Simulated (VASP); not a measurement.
# Te (Pnma) in VASP: further runs

Runs on Te. Level: PBE. Tasks: single point, relaxation of cell and atoms.

Everything below comes from runs of VASP 6.6.1. Logs are shortened: lines on timing, memory, paths and dates and some standing lists are left out, and cuts for length are marked.

## 1. The cell of the first run

Symmetry: Pnma, No. 62, orthorhombic system. Conventional cell: a = 5.006 Å, b = 8.298 Å, c = 3.732 Å, α = 90.00°, β = 90.00°, γ = 90.00°. Te (site symmetry m) has 2 Te at 2.65 Å within 3.5 Å.

## 2. Single point, PBE

INCAR

```
  PREC = Accurate
  ENCUT = 520
  EDIFF = 1E-6
  ISMEAR = 0
  SIGMA = 0.1
  LREAL = False
  LASPH = True
  NELM = 100
  ALGO = Normal
  ISIF = 2
  LWAVE = False
  LCHARG = True
  GGA = PE
  LELF = True
  LVHAR = True
  NBANDS = 20
```

KPOINTS

```
Automatic mesh
0
Gamma
  4 2 6
```

POSCAR

```
Te
1.0
    5.0055233726      0.0000000000      0.0000000000
    0.0000000000      8.2982702700      0.0000000000
    0.0000000000      0.0000000000      3.7322716914
Te
4
Direct
    0.0205000000      0.2500000000      0.6348000000
    0.9795000000      0.7500000000      0.3652000000
    0.4795000000      0.7500000000      0.1348000000
    0.5205000000      0.2500000000      0.8652000000
```

Potentials or basis: VASP PAW PBE potentials, release 64 (Te).

On the command line:

```console
cat potpaw_PBE.64/Te/POTCAR > POTCAR
mpirun -np 1 vasp_std > vasp.out
```

OUTCAR:

```text
PREC = Accurate
   ENCUT = 520
   EDIFF = 1E-6
   ISMEAR = 0
   LREAL = False
   LASPH = True
   NELM = 100
   ISIF = 2
   GGA = PE

 ion  position               nearest neighbor table
   1  0.020  0.250  0.635-   4 2.65   4 2.65
   2  0.980  0.750  0.365-   3 2.65   3 2.65
   3  0.480  0.750  0.135-   2 2.65   2 2.65
   4  0.520  0.250  0.865-   1 2.65   1 2.65

  LATTYP: Found a simple orthorhombic cell.
 ALAT       =     3.7322716914
 B/A-ratio  =     1.3411465688
 C/A-ratio  =     2.2233832251

  Lattice vectors:

 A1 = (   0.0000000000,   0.0000000000,   3.7322716914)
 A2 = (   5.0055233726,   0.0000000000,   0.0000000000)
 A3 = (   0.0000000000,   8.2982702700,   0.0000000000)

Analysis of symmetry for initial positions (statically):
=====================================================================
 Subroutine PRICEL returns:
 Original cell was already a primitive cell.

 Routine SETGRP: Setting up the symmetry group for a
 simple orthorhombic supercell.

 Subroutine GETGRP returns: Found  8 space group operations
 (whereof  2 operations were pure point group operations)
 out of a pool of  8 trial point group operations.

The static configuration has the point symmetry S_2 .
 The point group associated with its full space group is D_2h.

Analysis of symmetry for dynamics (positions and initial velocities):
=====================================================================
 Subroutine PRICEL returns:
 Original cell was already a primitive cell.

 Routine SETGRP: Setting up the symmetry group for a
 simple orthorhombic supercell.

 Subroutine GETGRP returns: Found  8 space group operations
 (whereof  2 operations were pure point group operations)
 out of a pool of  8 trial point group operations.

The dynamic configuration has the point symmetry S_2 .
 The point group associated with its full space group is D_2h.

 Subroutine INISYM returns: Found  8 space group operations
 (whereof  2 operations are pure point group operations),
 and found     1 'primitive' translations

----------------------------------------------------------------------------------------

                                     Primitive cell

  volume of cell :     155.0281

  direct lattice vectors                    reciprocal lattice vectors
     5.005523373  0.000000000  0.000000000     0.199779309  0.000000000  0.000000000
     0.000000000  8.298270270  0.000000000     0.000000000  0.120507042  0.000000000
     0.000000000  0.000000000  3.732271691     0.000000000  0.000000000  0.267933335

  length of vectors
     5.005523373  8.298270270  3.732271691     0.199779309  0.120507042  0.267933335

  position of ions in fractional coordinates (direct lattice)
     0.020500000  0.250000000  0.634800000
     0.979500000  0.750000000  0.365200000
     0.479500000  0.750000000  0.134800000
     0.520500000  0.250000000  0.865200000

  ion indices of the primitive-cell ions
   primitive index   ion index
                 1           1
                 2           2
                 3           3
                 4           4

----------------------------------------------------------------------------------------

 KPOINTS: Automatic mesh

Automatic generation of k-mesh.
 Grid dimensions read from file:
 generate k-points for:    4    2    6

 Generating k-lattice:

  Cartesian coordinates                     Fractional coordinates (reciprocal lattice)
     0.049944827  0.000000000  0.000000000     0.250000000  0.000000000  0.000000000
     0.000000000  0.060253521  0.000000000     0.000000000  0.500000000  0.000000000
     0.000000000  0.000000000  0.044655556     0.000000000  0.000000000  0.166666667

  Length of vectors
     0.049944827  0.060253521  0.044655556

  Shift w.r.t. Gamma in fractional coordinates (k-lattice)
     0.000000000  0.000000000  0.000000000

 Subroutine IBZKPT returns following result:
 ===========================================

 Found     24 irreducible k-points:

 Following reciprocal coordinates:
            Coordinates               Weight
  0.000000  0.000000  0.000000      1.000000
  0.250000  0.000000  0.000000      2.000000
  0.500000  0.000000  0.000000      1.000000
  0.000000  0.500000  0.000000      1.000000
  0.250000  0.500000  0.000000      2.000000
  0.500000  0.500000  0.000000      1.000000
[... 16 lines left out ...]
  0.250000  0.500000  0.500000      2.000000
  0.500000  0.500000  0.500000      1.000000
   k-points           NKPTS =     24   k-points in BZ     NKDIM =     24   number of bands    NBANDS=     20
   number of dos      NEDOS =    301   number of ions     NIONS =      4
   total plane-waves  NPLWV =  71680
   dimension x,y,z NGX =    40 NGY =   64 NGZ =   28
   dimension x,y,z NGXF=    80 NGYF=  128 NGZF=   56
   ions per type =               4
   NGX,Y,Z   is equivalent  to a cutoff of  13.28, 12.82, 12.47 a.u.
   NGXF,Y,Z  is equivalent  to a cutoff of  26.57, 25.64, 24.94 a.u.
 SYSTEM =  unknown system
   PREC   = accura    normal or accurate (medium, high low for compatibility)
   ISTART =      0    job   : 0-new  1-cont  2-samecut
   ICHARG =      2    charge: 1-file 2-atom 10-const
   ISPIN  =      1    spin polarized calculation?
   LNONCOLLINEAR =      F non collinear calculations
   LSORBIT =      F    spin-orbit coupling
   LASPH  =      T    aspherical Exc in radial PAW
   ENCUT  =  520.0 eV  38.22 Ry    6.18 a.u.   9.31 15.43  6.94*2*pi/ulx,y,z
   NELM   =    100;   NELMIN=  2; NELMDL= -5     # of ELM steps
   EDIFF  = 0.1E-05   stopping-criterion for ELM
   LREAL  =      F    real-space projection
   EDIFFG = 0.1E-04   stopping-criterion for IOM
   NSW    =      0    number of steps for IOM
   IBRION =     -1    ionic relax: 0-MD 1-quasi-New 2-CG
   NFREE  =      0    steps in history (QN), initial steepest desc. (CG)
   ISIF   =      2    stress and relaxation
   ISYM   =      2    0-nonsym 1-usesym 2-fastsym
   POTIM  = 0.5000    time-step for ionic-motion
   TEBEG  =    0.0;   TEEND  =   0.0 temperature during run
   PSTRESS=    0.0 pullay stress
   NELECT =      24.0000    total number of electrons
   NUPDOWN=      -1.0000    fix difference up-down
   EMIN   =  10.00;   EMAX   =-10.00  energy-range for DOS
   EFERMI =   0.00;   METHOD = LEGACY
   ISMEAR =     0;   SIGMA  =   0.10  broadening in eV -4-tet -1-fermi 0-gaus
   EFERMI_NEDOS =   21; number of points for ismear=-14 and -15
   IALGO  =     38    algorithm
   IMIX   =      4    mixing-type and parameters
     AMIX     =   0.40;   BMIX     =  1.00
     AMIX_MAG =   1.60;   BMIX_MAG =  1.00
  volume/ion in A,a.u.               =      38.76       261.55
  Fermi-wavevector in a.u.,A,eV,Ry     =   0.879040  1.661144 10.513368  0.772711
  Thomas-Fermi vector in A             =   1.999209
   LORBIT       =      0    0 simple, 1 ext, 2 COOP (PROOUT), +10 PAW based schemes
   GGA     = PE    functional components
   LHFCALC =     F    Hartree Fock is set to
   AEXX    =    0.0000 exact exchange contribution
   IVDW    =     0    specifies the selected vdW correction
   LEPSILON=     F    determine dielectric tensor
   LRPA    =     F    only Hartree local field effects (RPA)
 non-spin polarized calculation
 Gauss-broadening in eV      SIGMA  =   0.10
  energy-cutoff  :      520.00
  volume of cell :      155.03
 maximum number of plane-waves:      4204
 NGX is ok and might be reduce to    40
   NGX = 19   NGY = 31   NGZ = 13

 number of electron      23.9999996 magnetization

 Free energy of the ion-electron system (eV)
  ---------------------------------------------------
  ext. energy  EPLUGINS =         0.00000000
  ---------------------------------------------------
  free energy    TOTEN  =       -10.42926027 eV

  energy without entropy =      -10.39567062  energy(sigma->0) =      -10.41246545

 E-fermi :   4.2217     XC(G=0):  -8.3363

 val. band max:        4.2177365132   @ k =   0.2500   0.5000   0.5000
 cond. band min:       4.2321842764   @ k =   0.0000   0.0000   0.1667
 fundamental gap:      0.0144477631
 Fermi energy:         4.2216789247

 k-point     1 :       0.0000    0.0000    0.0000
  band No.  band energies     occupation
      1      -9.2678      2.00000
      2      -9.0548      2.00000
      3      -4.1300      2.00000
      4      -3.8863      2.00000
      5      -1.7738      2.00000
      6      -1.5979      2.00000
[... 12 lines left out ...]
     19      11.5061      0.00000
     20      11.6156      0.00000

 k-point     2 :       0.2500    0.0000    0.0000
  band No.  band energies     occupation
      1      -8.8847      2.00000
      2      -8.6711      2.00000
      3      -5.8802      2.00000
      4      -5.6568      2.00000
      5       0.2906      2.00000
      6       0.4789      2.00000
[... 12 lines left out ...]
     19      10.2495      0.00000
     20      10.7699      0.00000

 k-point     3 :       0.5000    0.0000    0.0000
  band No.  band energies     occupation
      1      -7.7389      2.00000
      2      -7.7389      2.00000
      3      -7.5229      2.00000
      4      -7.5229      2.00000
      5       1.3736      2.00000
      6       1.3736      2.00000
[... 12 lines left out ...]
     19       9.9090      0.00000
     20       9.9090      0.00000

 k-point     4 :       0.0000    0.5000    0.0000
  band No.  band energies     occupation
      1      -9.1646      2.00000
      2      -9.1646      2.00000
      3      -4.0126      2.00000
      4      -4.0126      2.00000
      5      -1.6885      2.00000
      6      -1.6885      2.00000
[... 429 lines left out ...]
 k-point    23 :       0.2500    0.5000    0.5000
  band No.  band energies     occupation
      1      -8.0499      2.00000
      2      -8.0499      2.00000
      3      -5.2838      2.00000
      4      -5.2838      2.00000
      5      -1.0494      2.00000
      6      -1.0494      2.00000
[... 12 lines left out ...]
     19      10.5635      0.00000
     20      10.5635      0.00000

 k-point    24 :       0.5000    0.5000    0.5000
  band No.  band energies     occupation
      1      -6.9499      2.00000
      2      -6.9499      2.00000
      3      -6.9499      2.00000
      4      -6.9499      2.00000
      5      -0.0326      2.00000
      6      -0.0326      2.00000
[... 12 lines left out ...]
     19       8.9872      0.00000
     20       8.9872      0.00000

------------------------ aborting loop because EDIFF is reached ----------------------------------------

  FORCE on cell =-STRESS in cart. coord.  units (eV):
  Direction    XX          YY          ZZ          XY          YZ          ZX
  --------------------------------------------------------------------------------------
  -------------------------------------------------------------------------------------
  Total       18.2851119     -0.9985703      1.6212498      0.0000000      0.0000000      0.0000000
  in kB      188.9721849    -10.3199813     16.7552229      0.0000000      0.0000000      0.0000000
  external PRESSURE =      65.1358088 kB  Pullay stress =       0.0000000 kB

 VOLUME and BASIS-vectors are now :
 -----------------------------------------------------------------------------
  energy-cutoff  :      520.00
  volume of cell :      155.03
      direct lattice vectors                 reciprocal lattice vectors
     5.005523373  0.000000000  0.000000000     0.199779309  0.000000000  0.000000000
     0.000000000  8.298270270  0.000000000     0.000000000  0.120507042  0.000000000
     0.000000000  0.000000000  3.732271691     0.000000000  0.000000000  0.267933335

 POSITION                                       TOTAL-FORCE (eV/Angst)
 -----------------------------------------------------------------------------------
      0.10261      2.07457      2.36925        -0.016466     -0.000000     -1.095927
      4.90291      6.22370      1.36303         0.016466      0.000000      1.095927
      2.40015      6.22370      0.50311         0.016466      0.000000     -1.095927
      2.60537      2.07457      3.22916        -0.016466      0.000000      1.095927
 -----------------------------------------------------------------------------------
    total drift:                                0.000000     -0.000000      0.000000

  FREE ENERGIE OF THE ION-ELECTRON SYSTEM (eV)
  ---------------------------------------------------
  free  energy   TOTEN  =       -10.4292602706 eV

  energy  without entropy=      -10.3956706202  energy(sigma->0) =      -10.41246545
```

Run time: 39 s. Hardware: 1 thread of Intel Xeon Platinum 8488C (Sapphire Rapids), shared host; peak memory 0.26 GiB.

What came out:

| Quantity | Value |
| --- | --- |
| Free energy | -10.4293 eV |
| Pressure | 6.5 GPa |
| Largest force | 1.096 eV/Å |
| Band gap on the k mesh | zero (band 12 reaches 5.07 eV, above the bottom of band 13 at 3.72 eV) |

Forces on the atoms (eV/Å):
```
Te  -0.016  0.000 -1.096
Te   0.016  0.000  1.096
Te   0.016  0.000 -1.096
Te  -0.016  0.000  1.096
```

Levels at points of the mesh, in eV from the Fermi level:
```tsv
k point	band 10	band 11	band 12	band 13	band 14	band 15
(0.00, 0.00, 0.00)	-0.10	-0.09	0.27	0.31	1.53	3.67
(0.50, 0.00, 0.00)	-0.96	-0.90	-0.90	2.08	2.08	2.17
(0.00, 0.50, 0.00)	-0.19	0.34	0.34	0.63	0.63	5.33
(0.50, 0.50, 0.00)	-1.02	-1.02	-1.02	2.13	2.13	2.13
(0.00, 0.00, 0.50)	-2.68	-0.96	-0.96	0.81	0.81	2.05
(0.50, 0.00, 0.50)	-1.77	-0.73	-0.73	2.33	2.33	2.46
(0.00, 0.50, 0.50)	-2.46	-1.00	-1.00	0.54	0.54	2.03
(0.50, 0.50, 0.50)	-1.19	-1.19	-1.19	2.38	2.38	2.38
```

Caveat: the k points lie up to 0.38 Å⁻¹ apart; spin-orbit coupling is left out, which moves the levels of the heavy elements; this functional lacks dispersion, which binds the layers, so the pressure and a relaxed spacing across them are unreliable; forces of over 1 eV/Å act on the atoms, so gaps and moduli don't describe the material at rest.

## 3. Relaxation of cell and atoms, PBE

INCAR

```
SYSTEM = Te
ALGO     = Normal         ! electronic algorithm
EDIFF    = 1E-6           ! SCF threshold, eV
EDIFFG   = -0.04          ! ionic threshold
ENCUT    = 600            ! plane-wave cutoff, eV
GGA      = PE             ! functional
IBRION   = 2              ! ionic algorithm
ISIF     = 3              ! what is computed and relaxed
ISMEAR   = 0              ! smearing method
LASPH    = .True.         ! aspherical terms in the spheres
LCHARG   = .False.        ! write CHGCAR
LREAL    = .False.        ! projectors in reciprocal space
LWAVE    = .False.        ! write WAVECAR
NELM     = 100            ! most SCF steps
NSW      = 90             ! ionic steps
PREC     = Accurate       ! precision mode
SIGMA    = 0.1            ! smearing width, eV
```

KPOINTS

```
k-points
0
Gamma
  4 2 6
  0 0 0
```

POSCAR is that of step 2.

Potentials or basis: VASP PAW PBE potentials, release 64 (Te).

On the command line:

```console
cat potpaw_PBE.64/Te/POTCAR > POTCAR
mpirun -np 1 vasp_std > vasp.out
```

Wall time 26 min (1 thread of Intel Xeon Platinum 8488C (Sapphire Rapids), shared host); peak memory 0.32 GiB.

The run converged. Its results:

```yaml
Free_energy: -11.9344 eV
Relaxed_volume: 31.81 Å³/atom
Relaxed_cell: a = 6.101 Å, b = 6.512 Å, c = 3.203 Å, α = 90.00°, β = 90.00°, γ = 90.00°
Space_group_after_relaxing_to_0.05_Å: Cmmm (No. 65)
Energy_gained_by_relaxing: 376.3 meV/atom
Ionic_steps: 64
Pressure_after_relaxing: -0.1 GPa
Largest_force_after_relaxing: 0.026 eV/Å
```

Forces in eV/Å, atoms in the order of the input:
```
Te   0.010  0.000 -0.024
Te  -0.010  0.000  0.024
Te  -0.010  0.000 -0.024
Te   0.010  0.000  0.024
```

Stress tensor (GPa, compression positive):
```
-0.06  0.00  0.00
 0.00 -0.15  0.00
 0.00  0.00 -0.03
```

The path:
| step | energy change (eV) | largest force (eV/Å) | pressure (GPa) | volume (Å³) |
| --- | --- | --- | --- | --- |
| 1 | 0.0000 | 1.0959 | 6.51 | 155.03 |
| 3 | -0.6910 | 0.2769 | -1.66 | 168.97 |
| 5 | -0.6949 | 0.3307 | -1.23 | 167.86 |
| 7 | -1.0433 | 0.0649 | -0.05 | 144.79 |
| 9 | -1.0519 | 0.0444 | 0.43 | 142.01 |
| 11 | -1.0574 | 0.0370 | -0.16 | 142.59 |
| 13 | -1.0586 | 0.0349 | -0.06 | 141.79 |
| 15 | -1.0626 | 0.0389 | 0.59 | 137.46 |
| 17 | -1.0638 | 0.0453 | 0.76 | 136.41 |
| 19 | -1.0649 | 0.0487 | 1.00 | 135.06 |
| 21 | -1.0650 | 0.0484 | 1.05 | 134.72 |
| 23 | -1.0655 | 0.0462 | 1.08 | 134.44 |
| 25 | -1.0663 | 0.0352 | 1.25 | 133.31 |
| 27 | -1.0669 | 0.0364 | 1.20 | 133.59 |
| 29 | -1.0718 | 0.0332 | 1.02 | 133.87 |
| 31 | -1.0838 | 0.0906 | 0.34 | 135.00 |
| 33 | -1.0895 | 0.1740 | -0.43 | 136.41 |
| 35 | -1.1114 | 0.2177 | -0.27 | 135.50 |
| 37 | -1.1172 | 0.2213 | -0.14 | 134.97 |
| 39 | -1.1614 | 0.1844 | 0.36 | 132.21 |
| 41 | -1.1639 | 0.1620 | 0.74 | 130.67 |
| 43 | -1.1826 | 0.1505 | 0.31 | 131.48 |
| 45 | -1.2955 | 0.0337 | -1.77 | 132.37 |
| 47 | -1.2958 | 0.0230 | -1.68 | 132.35 |
| 49 | -1.3139 | 0.1511 | -1.01 | 128.81 |
| 51 | -1.3333 | 0.1527 | -0.39 | 127.31 |
| 53 | -1.3463 | 0.1604 | 0.39 | 125.63 |
| 55 | -1.3720 | 0.2601 | -0.03 | 128.62 |
| 57 | -1.3839 | 0.2292 | -0.23 | 129.69 |
| 59 | -1.4052 | 0.1813 | -0.57 | 131.42 |
| 61 | -1.4654 | 0.0446 | -2.01 | 132.45 |
| 63 | -1.5047 | 0.0197 | -0.26 | 127.75 |
| 64 | -1.5051 | 0.0261 | -0.08 | 127.26 |

Final structure:
```
Te
1.0
     6.10143    0.00000    0.00000
     0.00000    6.51167    0.00000
     0.00000    0.00000    3.20299
Te
4
Direct
  0.99846 0.25000 0.75330
  0.00154 0.75000 0.24670
  0.50154 0.75000 0.25330
  0.49846 0.25000 0.74670
```

Levels at points of the mesh, in eV from the Fermi level:
| k point | band 8 | band 9 | band 10 | band 11 | band 12 | band 13 | band 14 | band 15 | band 16 |
| --- | --- | --- | --- | --- | --- | --- | --- | --- | --- |
| (0.00, 0.00, 0.00) | -3.36 | 0.47 | 1.21 | 2.20 | 2.40 | 2.52 | 2.55 | 2.98 | 3.61 |
| (0.50, 0.00, 0.00) | -2.52 | -1.25 | -1.25 | 1.21 | 1.21 | 1.96 | 1.96 | 3.14 | 3.14 |
| (0.00, 0.50, 0.00) | -3.06 | -1.02 | -1.02 | 1.74 | 1.74 | 3.02 | 3.02 | 3.49 | 3.49 |
| (0.50, 0.50, 0.00) | -2.26 | -1.96 | -1.96 | -1.96 | -1.96 | 2.49 | 2.49 | 2.49 | 2.49 |
| (0.00, 0.00, 0.50) | -3.98 | -3.26 | -3.26 | -2.18 | -2.18 | -0.20 | -0.20 | 3.28 | 3.28 |
| (0.50, 0.00, 0.50) | -4.38 | -1.42 | -1.42 | -1.33 | -1.33 | -0.42 | -0.42 | -0.40 | -0.40 |
| (0.00, 0.50, 0.50) | -3.97 | -3.70 | -3.70 | -0.96 | -0.96 | 0.84 | 0.84 | 2.77 | 2.77 |
| (0.50, 0.50, 0.50) | -4.84 | -0.39 | -0.39 | -0.39 | -0.39 | -0.21 | -0.21 | -0.21 | -0.21 |

Caveat: the k points lie up to 0.48 Å⁻¹ apart in the final cell; the volume moved by over 15 % at a fixed basis, so the end points are rough; the bands computed are all filled at some k points, so no gap is given; spin-orbit coupling is left out, which moves the levels of the heavy elements; this functional lacks dispersion, which binds the layers, so the pressure and a relaxed spacing across them are unreliable.
